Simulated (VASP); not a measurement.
# GaAs (GaAs (F-43m)) (F-43m) in VASP: single point with PBE

Aim: the single point of GaAs (GaAs (F-43m)) with PBE.

Everything below comes from runs of VASP 6.6.1. Logs are shortened: lines on timing, memory, paths and dates and some standing lists are left out, and cuts for length are marked.

**1. The cell of the first run**

It takes space group F-43m (No. 216, cubic). Conventional cell: a = 5.665 Å, b = 5.665 Å, c = 5.665 Å, α = 90.00°, β = 90.00°, γ = 90.00°. Within 3.2 Å of Ga (site symmetry -43m) lie 4 As at 2.45 Å. As (site symmetry -43m) has 4 Ga at 2.45 Å within 3.2 Å.

**2. Single point, PBE**

Input file INCAR:

```
SYSTEM = GaAs
ALGO = Normal ; EDIFF = 1E-6
ENCUT = 500 ; GGA = PE
GGA_COMPAT = .FALSE. ; ISIF = 2
ISMEAR = -1 ; LASPH = .TRUE.
LCHARG = .TRUE. ; LELF = .TRUE.
LREAL = .FALSE. ; LVHAR = .TRUE.
LWAVE = .FALSE. ; NBANDS = 16
NELM = 120 ; PREC = Accurate
SIGMA = 0.01
```

Input file KPOINTS:

```
k-points
0
G
  6 6 6
  0 0 0
```

Input file POSCAR:

```
GaAs
1.0
    0.0000000000      2.8324871021      2.8324871021
    2.8324871021      0.0000000000      2.8324871021
    2.8324871021      2.8324871021      0.0000000000
Ga As
1 1
Direct
    0.0000000000      0.0000000000      0.0000000000
    0.7499999995      0.7499999995      0.7499999995
```

Potentials or basis: VASP PAW PBE potentials, release 64 (Ga_d, As).

Started as:

```sh
$ cat potpaw_PBE.64/Ga_d/POTCAR potpaw_PBE.64/As/POTCAR > POTCAR
$ mpirun -np 1 vasp_std > vasp.out
```

OUTCAR:

```text
SYSTEM = GaAs
   EDIFF = 1E-6
   ENCUT = 500
   GGA = PE
   ISIF = 2
   ISMEAR = -1
   LASPH = .TRUE.
   LREAL = .FALSE.
   NELM = 120
   PREC = Accurate

 ion  position               nearest neighbor table
   1  0.000  0.000  0.000-   2 2.45   2 2.45   2 2.45   2 2.45
   2  0.750  0.750  0.750-   1 2.45   1 2.45   1 2.45   1 2.45

  LATTYP: Found a face centered cubic cell.
 ALAT       =     5.6649742042

  Lattice vectors:

 A1 = (   0.0000000000,   2.8324871021,   2.8324871021)
 A2 = (   2.8324871021,   0.0000000000,   2.8324871021)
 A3 = (   2.8324871021,   2.8324871021,   0.0000000000)

Analysis of symmetry for initial positions (statically):
=====================================================================
 Subroutine PRICEL returns:
 Original cell was already a primitive cell.

 Routine SETGRP: Setting up the symmetry group for a
 face centered cubic supercell.

 Subroutine GETGRP returns: Found 24 space group operations
 (whereof 24 operations were pure point group operations)
 out of a pool of 48 trial point group operations.

The static configuration has the point symmetry T_d .

Analysis of symmetry for dynamics (positions and initial velocities):
=====================================================================
 Subroutine PRICEL returns:
 Original cell was already a primitive cell.

 Routine SETGRP: Setting up the symmetry group for a
 face centered cubic supercell.

 Subroutine GETGRP returns: Found 24 space group operations
 (whereof 24 operations were pure point group operations)
 out of a pool of 48 trial point group operations.

The dynamic configuration has the point symmetry T_d .

 Subroutine INISYM returns: Found 24 space group operations
 (whereof 24 operations are pure point group operations),
 and found     1 'primitive' translations

----------------------------------------------------------------------------------------

                                     Primitive cell

  volume of cell :      45.4500

  direct lattice vectors                    reciprocal lattice vectors
     0.000000000  2.832487102  2.832487102    -0.176523310  0.176523310  0.176523310
     2.832487102  0.000000000  2.832487102     0.176523310 -0.176523310  0.176523310
     2.832487102  2.832487102  0.000000000     0.176523310  0.176523310 -0.176523310

  length of vectors
     4.005741675  4.005741675  4.005741675     0.305747342  0.305747342  0.305747342

  position of ions in fractional coordinates (direct lattice)
     0.000000000  0.000000000  0.000000000
     0.749999999  0.749999999  0.749999999

  ion indices of the primitive-cell ions
   primitive index   ion index
                 1           1
                 2           2

----------------------------------------------------------------------------------------

 KPOINTS: k-points

Automatic generation of k-mesh.
 Grid dimensions read from file:
 generate k-points for:    6    6    6

 Generating k-lattice:

  Cartesian coordinates                     Fractional coordinates (reciprocal lattice)
    -0.029420552  0.029420552  0.029420552     0.166666667  0.000000000  0.000000000
     0.029420552 -0.029420552  0.029420552     0.000000000  0.166666667  0.000000000
     0.029420552  0.029420552 -0.029420552     0.000000000  0.000000000  0.166666667

  Length of vectors
     0.050957890  0.050957890  0.050957890

  Shift w.r.t. Gamma in fractional coordinates (k-lattice)
     0.000000000  0.000000000  0.000000000

 Subroutine IBZKPT returns following result:
 ===========================================

 Found     16 irreducible k-points:

 Following reciprocal coordinates:
            Coordinates               Weight
  0.000000  0.000000  0.000000      1.000000
  0.166667  0.000000  0.000000      8.000000
  0.333333  0.000000  0.000000      8.000000
  0.500000  0.000000  0.000000      4.000000
  0.166667  0.166667  0.000000      6.000000
  0.333333  0.166667  0.000000     24.000000
[... 8 lines left out ...]
 -0.333333  0.333333  0.166667     24.000000
 -0.333333  0.500000  0.166667     12.000000
   k-points           NKPTS =     16   k-points in BZ     NKDIM =     16   number of bands    NBANDS=     16
   number of dos      NEDOS =    301   number of ions     NIONS =      2
   total plane-waves  NPLWV =  27000
   dimension x,y,z NGX =    30 NGY =   30 NGZ =   30
   dimension x,y,z NGXF=    60 NGYF=   60 NGZF=   60
   ions per type =               1   1
   NGX,Y,Z   is equivalent  to a cutoff of  12.45, 12.45, 12.45 a.u.
   NGXF,Y,Z  is equivalent  to a cutoff of  24.90, 24.90, 24.90 a.u.
 SYSTEM =  GaAs
   PREC   = accura    normal or accurate (medium, high low for compatibility)
   ISTART =      0    job   : 0-new  1-cont  2-samecut
   ICHARG =      2    charge: 1-file 2-atom 10-const
   ISPIN  =      1    spin polarized calculation?
   LNONCOLLINEAR =      F non collinear calculations
   LSORBIT =      F    spin-orbit coupling
   LASPH  =      T    aspherical Exc in radial PAW
   ENCUT  =  500.0 eV  36.75 Ry    6.06 a.u.   7.30  7.30  7.30*2*pi/ulx,y,z
   NELM   =    120;   NELMIN=  2; NELMDL= -5     # of ELM steps
   EDIFF  = 0.1E-05   stopping-criterion for ELM
   LREAL  =      F    real-space projection
   EDIFFG = 0.1E-04   stopping-criterion for IOM
   NSW    =      0    number of steps for IOM
   IBRION =     -1    ionic relax: 0-MD 1-quasi-New 2-CG
   NFREE  =      0    steps in history (QN), initial steepest desc. (CG)
   ISIF   =      2    stress and relaxation
   ISYM   =      2    0-nonsym 1-usesym 2-fastsym
   POTIM  = 0.5000    time-step for ionic-motion
   TEBEG  =    0.0;   TEEND  =   0.0 temperature during run
   PSTRESS=    0.0 pullay stress
   NELECT =      18.0000    total number of electrons
   NUPDOWN=      -1.0000    fix difference up-down
   EMIN   =  10.00;   EMAX   =-10.00  energy-range for DOS
   EFERMI =   0.00;   METHOD = LEGACY
   ISMEAR =    -1;   SIGMA  =   0.01  broadening in eV -4-tet -1-fermi 0-gaus
   EFERMI_NEDOS =   21; number of points for ismear=-14 and -15
   IALGO  =     38    algorithm
   IMIX   =      4    mixing-type and parameters
     AMIX     =   0.40;   BMIX     =  1.00
     AMIX_MAG =   1.60;   BMIX_MAG =  1.00
  volume/ion in A,a.u.               =      22.72       153.36
  Fermi-wavevector in a.u.,A,eV,Ry     =   1.202230  2.271886 19.665290  1.445358
  Thomas-Fermi vector in A             =   2.338018
   LORBIT       =      0    0 simple, 1 ext, 2 COOP (PROOUT), +10 PAW based schemes
   GGA     = PE    functional components
   LHFCALC =     F    Hartree Fock is set to
   AEXX    =    0.0000 exact exchange contribution
   IVDW    =     0    specifies the selected vdW correction
   LEPSILON=     F    determine dielectric tensor
   LRPA    =     F    only Hartree local field effects (RPA)
 non-spin polarized calculation
  energy-cutoff  :      500.00
  volume of cell :       45.45
 maximum number of plane-waves:      1167
 NGX is ok and might be reduce to    30
   NGX = 15   NGY = 15   NGZ = 15

 number of electron      17.9999991 magnetization

 Free energy of the ion-electron system (eV)
  ---------------------------------------------------
  ext. energy  EPLUGINS =         0.00000000
  ---------------------------------------------------
  free energy    TOTEN  =        -8.23236223 eV

  energy without entropy =       -8.23236223  energy(sigma->0) =       -8.23236223

 E-fermi :   4.0842     XC(G=0):  -9.5566

 val. band max:        3.8845111242   @ k =   0.0000   0.0000   0.0000
 cond. band min:       4.3573681336   @ k =   0.0000   0.0000   0.0000
 fundamental gap:      0.4728570093
 Fermi energy:         4.0841809996

 k-point     1 :       0.0000    0.0000    0.0000
  band No.  band energies     occupation
      1     -10.9239      2.00000
      2     -10.9239      2.00000
      3     -10.9239      2.00000
      4     -10.8464      2.00000
      5     -10.8464      2.00000
      6      -8.7988      2.00000
[... 8 lines left out ...]
     15      13.9871      0.00000
     16      13.9871      0.00000

 k-point     2 :       0.1667    0.0000    0.0000
  band No.  band energies     occupation
      1     -10.9455      2.00000
      2     -10.9181      2.00000
      3     -10.9181      2.00000
      4     -10.8466      2.00000
      5     -10.8466      2.00000
      6      -8.4812      2.00000
[... 8 lines left out ...]
     15      12.9153      0.00000
     16      12.9153      0.00000

 k-point     3 :       0.3333    0.0000    0.0000
  band No.  band energies     occupation
      1     -10.9837      2.00000
      2     -10.9085      2.00000
      3     -10.9085      2.00000
      4     -10.8448      2.00000
      5     -10.8448      2.00000
      6      -7.6615      2.00000
[... 8 lines left out ...]
     15      13.5308      0.00000
     16      13.5308      0.00000

 k-point     4 :       0.5000    0.0000    0.0000
  band No.  band energies     occupation
      1     -11.0009      2.00000
      2     -10.9049      2.00000
      3     -10.9049      2.00000
      4     -10.8426      2.00000
      5     -10.8426      2.00000
      6      -7.0513      2.00000
[... 8 lines left out ...]
     15      15.7198      0.00000
     16      15.7198      0.00000
[... 172 lines left out ...]
 k-point    14 :       0.5000    0.3333    0.1667
  band No.  band energies     occupation
      1     -11.0068      2.00000
      2     -10.8974      2.00000
      3     -10.8907      2.00000
      4     -10.8565      2.00000
      5     -10.8405      2.00000
      6      -7.0048      2.00000
[... 8 lines left out ...]
     15      14.9702      0.00000
     16      16.9572      0.00000

 k-point    15 :      -0.3333    0.3333    0.1667
  band No.  band energies     occupation
      1     -11.0141      2.00000
      2     -10.8968      2.00000
      3     -10.8858      2.00000
      4     -10.8541      2.00000
      5     -10.8429      2.00000
      6      -6.5061      2.00000
[... 8 lines left out ...]
     15      16.0154      0.00000
     16      16.5608      0.00000

 k-point    16 :      -0.3333    0.5000    0.1667
  band No.  band energies     occupation
      1     -11.0229      2.00000
      2     -10.8889      2.00000
      3     -10.8798      2.00000
      4     -10.8609      2.00000
      5     -10.8394      2.00000
      6      -6.2756      2.00000
[... 8 lines left out ...]
     15      16.0517      0.00000
     16      17.1777      0.00000

------------------------ aborting loop because EDIFF is reached ----------------------------------------

  FORCE on cell =-STRESS in cart. coord.  units (eV):
  Direction    XX          YY          ZZ          XY          YZ          ZX
  --------------------------------------------------------------------------------------
  -------------------------------------------------------------------------------------
  Total        0.8435433      0.8435433      0.8435433     -0.0000000      0.0000000     -0.0000000
  in kB       29.7361086     29.7361086     29.7361086     -0.0000000      0.0000000     -0.0000000
  external PRESSURE =      29.7361086 kB  Pullay stress =       0.0000000 kB

 VOLUME and BASIS-vectors are now :
 -----------------------------------------------------------------------------
  energy-cutoff  :      500.00
  volume of cell :       45.45
      direct lattice vectors                 reciprocal lattice vectors
     0.000000000  2.832487102  2.832487102    -0.176523310  0.176523310  0.176523310
     2.832487102  0.000000000  2.832487102     0.176523310 -0.176523310  0.176523310
     2.832487102  2.832487102  0.000000000     0.176523310  0.176523310 -0.176523310

 POSITION                                       TOTAL-FORCE (eV/Angst)
 -----------------------------------------------------------------------------------
      0.00000      0.00000      0.00000         0.000000     -0.000000      0.000000
      4.24873      4.24873      4.24873        -0.000000      0.000000     -0.000000
 -----------------------------------------------------------------------------------
    total drift:                                0.000000      0.000000      0.000000

  FREE ENERGIE OF THE ION-ELECTRON SYSTEM (eV)
  ---------------------------------------------------
  free  energy   TOTEN  =        -8.2323622264 eV

  energy  without entropy=       -8.2323622264  energy(sigma->0) =       -8.23236223
```

Run time: 32 s. Hardware: 1 thread of Intel Xeon 8259CL, shared host; peak memory 0.17 GiB.

What came out:

- Free energy: -8.2324 eV
- Pressure: 3.0 GPa
- Band gap on the k mesh: 0.47 eV, direct

Levels at points of the mesh, in eV from the valence-band top:
```csv
k point,band 6,band 7,band 8,band 9,band 10,band 11,band 12,band 13
"(0.00, 0.00, 0.00)",-12.68,0.00,0.00,0.00,0.47,3.72,3.72,3.72
"(0.50, 0.00, 0.00)",-10.94,-6.61,-1.13,-1.13,0.98,4.63,4.63,7.75
"(0.50, 0.50, 0.00)",-10.20,-6.80,-2.66,-2.66,1.47,1.65,10.12,10.12
```
